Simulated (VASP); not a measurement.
# ReS (F-43m) in VASP: single point with PBE

Aim: the single point of ReS with PBE.

All numbers are computed with VASP 6.6.1; they aren't measurements. Logs are shortened: lines on timing, memory, paths and dates and some standing lists are left out, and cuts for length are marked.

## 1. The cell of the first run

Symmetry: F-43m, No. 216, cubic system. Conventional cell: a = 5.237 Å, b = 5.237 Å, c = 5.237 Å, α = 90.00°, β = 90.00°, γ = 90.00°. Re (site symmetry -43m) has 4 S at 2.27 Å within 3.0 Å. S (site symmetry -43m) has 4 Re at 2.27 Å within 3.0 Å.

## 2. Single point, PBE

The input, INCAR:

```
  ALGO = Normal
  EDIFF = 1E-6
  ENCUT = 560
  GGA = PE
  GGA_COMPAT = F
  ISIF = 2
  ISMEAR = 0
  LASPH = T
  LCHARG = F
  LREAL = F
  LWAVE = F
  NBANDS = 18
  NELM = 120
  PREC = Accurate
  SIGMA = 0.1
```

The input, KPOINTS:

```
k-points
0
Gamma
  14 14 14
```

The input, POSCAR:

```
ReS
1.0
    0.0000000000      2.6184186847      2.6184186847
    2.6184186847      0.0000000000      2.6184186847
    2.6184186847      2.6184186847      0.0000000000
Re S
1 1
Direct
    0.0000000000      0.0000000000      0.0000000000
    0.2500000000      0.2500000000      0.2500000000
```

Potentials or basis: VASP PAW PBE potentials, release 64 (Re_sv_GW, S).

On the command line:

```console
cat potpaw_PBE.64/Re_sv_GW/POTCAR potpaw_PBE.64/S/POTCAR > POTCAR
mpirun -np 1 vasp_std > vasp.out
```

OUTCAR:

```text
EDIFF = 1E-6
   ENCUT = 560
   GGA = PE
   ISIF = 2
   ISMEAR = 0
   LASPH = T
   LREAL = F
   NELM = 120
   PREC = Accurate

 ion  position               nearest neighbor table
   1  0.000  0.000  0.000-   2 2.27   2 2.27   2 2.27   2 2.27
   2  0.250  0.250  0.250-   1 2.27   1 2.27   1 2.27   1 2.27

  LATTYP: Found a face centered cubic cell.
 ALAT       =     5.2368373694

  Lattice vectors:

 A1 = (   0.0000000000,   2.6184186847,   2.6184186847)
 A2 = (   2.6184186847,   0.0000000000,   2.6184186847)
 A3 = (   2.6184186847,   2.6184186847,   0.0000000000)

Analysis of symmetry for initial positions (statically):
=====================================================================
 Subroutine PRICEL returns:
 Original cell was already a primitive cell.

 Routine SETGRP: Setting up the symmetry group for a
 face centered cubic supercell.

 Subroutine GETGRP returns: Found 24 space group operations
 (whereof 24 operations were pure point group operations)
 out of a pool of 48 trial point group operations.

The static configuration has the point symmetry T_d .

Analysis of symmetry for dynamics (positions and initial velocities):
=====================================================================
 Subroutine PRICEL returns:
 Original cell was already a primitive cell.

 Routine SETGRP: Setting up the symmetry group for a
 face centered cubic supercell.

 Subroutine GETGRP returns: Found 24 space group operations
 (whereof 24 operations were pure point group operations)
 out of a pool of 48 trial point group operations.

The dynamic configuration has the point symmetry T_d .

 Subroutine INISYM returns: Found 24 space group operations
 (whereof 24 operations are pure point group operations),
 and found     1 'primitive' translations

----------------------------------------------------------------------------------------

                                     Primitive cell

  volume of cell :      35.9044

  direct lattice vectors                    reciprocal lattice vectors
     0.000000000  2.618418685  2.618418685    -0.190954947  0.190954947  0.190954947
     2.618418685  0.000000000  2.618418685     0.190954947 -0.190954947  0.190954947
     2.618418685  2.618418685  0.000000000     0.190954947  0.190954947 -0.190954947

  length of vectors
     3.703003216  3.703003216  3.703003216     0.330743669  0.330743669  0.330743669

  position of ions in fractional coordinates (direct lattice)
     0.000000000  0.000000000  0.000000000
     0.250000000  0.250000000  0.250000000

  ion indices of the primitive-cell ions
   primitive index   ion index
                 1           1
                 2           2

----------------------------------------------------------------------------------------

 KPOINTS: k-points

Automatic generation of k-mesh.
 Grid dimensions read from file:
 generate k-points for:   14   14   14

 Generating k-lattice:

  Cartesian coordinates                     Fractional coordinates (reciprocal lattice)
    -0.013639639  0.013639639  0.013639639     0.071428571  0.000000000  0.000000000
     0.013639639 -0.013639639  0.013639639     0.000000000  0.071428571  0.000000000
     0.013639639  0.013639639 -0.013639639     0.000000000  0.000000000  0.071428571

  Length of vectors
     0.023624548  0.023624548  0.023624548

  Shift w.r.t. Gamma in fractional coordinates (k-lattice)
     0.000000000  0.000000000  0.000000000

 Subroutine IBZKPT returns following result:
 ===========================================

 Found    104 irreducible k-points:

 Following reciprocal coordinates:
            Coordinates               Weight
  0.000000  0.000000  0.000000      1.000000
  0.071429  0.000000  0.000000      8.000000
  0.142857  0.000000  0.000000      8.000000
  0.214286  0.000000  0.000000      8.000000
  0.285714  0.000000  0.000000      8.000000
  0.357143  0.000000  0.000000      8.000000
[... 16 lines left out ...]
  0.214286  0.142857  0.000000     24.000000
  0.285714  0.142857  0.000000     24.000000
 [... further k-points ...]
   k-points           NKPTS =    104   k-points in BZ     NKDIM =    104   number of bands    NBANDS=     18
   number of dos      NEDOS =    301   number of ions     NIONS =      2
   total plane-waves  NPLWV =  27000
   dimension x,y,z NGX =    30 NGY =   30 NGZ =   30
   dimension x,y,z NGXF=    60 NGYF=   60 NGZF=   60
   ions per type =               1   1
   NGX,Y,Z   is equivalent  to a cutoff of  13.47, 13.47, 13.47 a.u.
   NGXF,Y,Z  is equivalent  to a cutoff of  26.94, 26.94, 26.94 a.u.
 SYSTEM =  unknown system
   PREC   = accura    normal or accurate (medium, high low for compatibility)
   ISTART =      0    job   : 0-new  1-cont  2-samecut
   ICHARG =      2    charge: 1-file 2-atom 10-const
   ISPIN  =      1    spin polarized calculation?
   LNONCOLLINEAR =      F non collinear calculations
   LSORBIT =      F    spin-orbit coupling
   LASPH  =      T    aspherical Exc in radial PAW
   ENCUT  =  560.0 eV  41.16 Ry    6.42 a.u.   7.15  7.15  7.15*2*pi/ulx,y,z
   NELM   =    120;   NELMIN=  2; NELMDL= -5     # of ELM steps
   EDIFF  = 0.1E-05   stopping-criterion for ELM
   LREAL  =      F    real-space projection
   EDIFFG = 0.1E-04   stopping-criterion for IOM
   NSW    =      0    number of steps for IOM
   IBRION =     -1    ionic relax: 0-MD 1-quasi-New 2-CG
   NFREE  =      0    steps in history (QN), initial steepest desc. (CG)
   ISIF   =      2    stress and relaxation
   ISYM   =      2    0-nonsym 1-usesym 2-fastsym
   POTIM  = 0.5000    time-step for ionic-motion
   TEBEG  =    0.0;   TEEND  =   0.0 temperature during run
   PSTRESS=    0.0 pullay stress
   NELECT =      21.0000    total number of electrons
   NUPDOWN=      -1.0000    fix difference up-down
   EMIN   =  10.00;   EMAX   =-10.00  energy-range for DOS
   EFERMI =   0.00;   METHOD = LEGACY
   ISMEAR =     0;   SIGMA  =   0.10  broadening in eV -4-tet -1-fermi 0-gaus
   EFERMI_NEDOS =   21; number of points for ismear=-14 and -15
   IALGO  =     38    algorithm
   IMIX   =      4    mixing-type and parameters
     AMIX     =   0.40;   BMIX     =  1.00
     AMIX_MAG =   1.60;   BMIX_MAG =  1.00
  volume/ion in A,a.u.               =      17.95       121.15
  Fermi-wavevector in a.u.,A,eV,Ry     =   1.369091  2.587206 25.502882  1.874409
  Thomas-Fermi vector in A             =   2.494997
   LORBIT       =      0    0 simple, 1 ext, 2 COOP (PROOUT), +10 PAW based schemes
   GGA     = PE    functional components
   LHFCALC =     F    Hartree Fock is set to
   AEXX    =    0.0000 exact exchange contribution
   IVDW    =     0    specifies the selected vdW correction
   LEPSILON=     F    determine dielectric tensor
   LRPA    =     F    only Hartree local field effects (RPA)
 non-spin polarized calculation
 Gauss-broadening in eV      SIGMA  =   0.10
  energy-cutoff  :      560.00
  volume of cell :       35.90
 maximum number of plane-waves:      1106
 NGX is ok and might be reduce to    30
   NGX = 15   NGY = 15   NGZ = 15

 number of electron      20.9999998 magnetization

 Free energy of the ion-electron system (eV)
  ---------------------------------------------------
  ext. energy  EPLUGINS =         0.00000000
  ---------------------------------------------------
  free energy    TOTEN  =       -17.49460630 eV

  energy without entropy =      -17.48121899  energy(sigma->0) =      -17.48791264

 E-fermi :   8.4774     XC(G=0): -11.3841

 val. band max:        8.4747165767   @ k =  -0.2857   0.3571   0.0714
 cond. band min:       8.4813058795   @ k =  -0.4286   0.3571   0.1429
 fundamental gap:      0.0065893028
 Fermi energy:         8.4773631759

 k-point     1 :       0.0000    0.0000    0.0000
  band No.  band energies     occupation
      1     -71.1872      2.00000
      2     -33.1147      2.00000
      3     -33.1147      2.00000
      4     -33.1147      2.00000
      5      -7.2992      2.00000
      6       2.2595      2.00000
[... 10 lines left out ...]
     17      16.6734      0.00000
     18      22.1139      0.00000

 k-point     2 :       0.0714    0.0000    0.0000
  band No.  band energies     occupation
      1     -71.1871      2.00000
      2     -33.1184      2.00000
      3     -33.1152      2.00000
      4     -33.1152      2.00000
      5      -7.2500      2.00000
      6       2.1847      2.00000
[... 10 lines left out ...]
     17      16.6731      0.00000
     18      22.2067      0.00000

 k-point     3 :       0.1429    0.0000    0.0000
  band No.  band energies     occupation
      1     -71.1869      2.00000
      2     -33.1278      2.00000
      3     -33.1168      2.00000
      4     -33.1168      2.00000
      5      -7.1104      2.00000
      6       2.0015      2.00000
[... 10 lines left out ...]
     17      16.7440      0.00000
     18      22.3935      0.00000

 k-point     4 :       0.2143    0.0000    0.0000
  band No.  band energies     occupation
      1     -71.1866      2.00000
      2     -33.1422      2.00000
      3     -33.1189      2.00000
      4     -33.1189      2.00000
      5      -6.9044      2.00000
      6       1.7967      2.00000
[... 375 lines left out ...]
      4     -33.1195      2.00000
      5      -7.0468      2.00000
      6       1.8482      2.00000
[... 10 lines left out ...]
     17      16.9272      0.00000
     18      21.1454      0.00000

 k-point    23 :       0.2143    0.1429    0.0000
  band No.  band energies     occupation
      1     -71.1865      2.00000
      2     -33.1376      2.00000
      3     -33.1219      2.00000
      4     -33.1215      2.00000
      5      -6.8922      2.00000
      6       1.6777      2.00000
[... 10 lines left out ...]
     17      17.1865      0.00000
     18      21.0529      0.00000

 k-point    24 :       0.2857    0.1429    0.0000
  band No.  band energies     occupation
      1     -71.1863      2.00000
      2     -33.1503      2.00000
      3     -33.1246      2.00000
      4     -33.1241      2.00000
      5      -6.6876      2.00000
      6       1.5472      2.00000
[... 10 lines left out ...]
     17      17.5624      0.00000
     18      21.3005      0.00000

 [... further k-points ...]

------------------------ aborting loop because EDIFF is reached ----------------------------------------

  FORCE on cell =-STRESS in cart. coord.  units (eV):
  Direction    XX          YY          ZZ          XY          YZ          ZX
  --------------------------------------------------------------------------------------
  -------------------------------------------------------------------------------------
  Total       -0.1504016     -0.1504016     -0.1504016      0.0000000     -0.0000000      0.0000000
  in kB       -6.7114422     -6.7114422     -6.7114422      0.0000000     -0.0000000      0.0000000
  external PRESSURE =      -6.7114422 kB  Pullay stress =       0.0000000 kB

 VOLUME and BASIS-vectors are now :
 -----------------------------------------------------------------------------
  energy-cutoff  :      560.00
  volume of cell :       35.90
      direct lattice vectors                 reciprocal lattice vectors
     0.000000000  2.618418685  2.618418685    -0.190954947  0.190954947  0.190954947
     2.618418685  0.000000000  2.618418685     0.190954947 -0.190954947  0.190954947
     2.618418685  2.618418685  0.000000000     0.190954947  0.190954947 -0.190954947

 POSITION                                       TOTAL-FORCE (eV/Angst)
 -----------------------------------------------------------------------------------
      0.00000      0.00000      0.00000        -0.000000     -0.000000     -0.000000
      1.30921      1.30921      1.30921         0.000000      0.000000      0.000000
 -----------------------------------------------------------------------------------
    total drift:                               -0.000000     -0.000000     -0.000000

  FREE ENERGIE OF THE ION-ELECTRON SYSTEM (eV)
  ---------------------------------------------------
  free  energy   TOTEN  =       -17.4946062980 eV

  energy  without entropy=      -17.4812189866  energy(sigma->0) =      -17.48791264
```

Run time: 64 s. Hardware: 1 thread of Intel Xeon Platinum 8259CL at 2.50GHz (Skylake/Cascade Lake), shared host; peak memory 0.23 GiB.

Results:

```yaml
Free_energy: -17.4946 eV
Pressure: -0.7 GPa
Band_gap_on_the_k_mesh: zero (an odd number of electrons rules out a gap without spin polarisation)
```

Caveat: spin-orbit coupling is left out, which moves the levels of the heavy elements; an odd number of electrons without spin polarisation forces a metal; a magnetic or distorted state may lie lower.
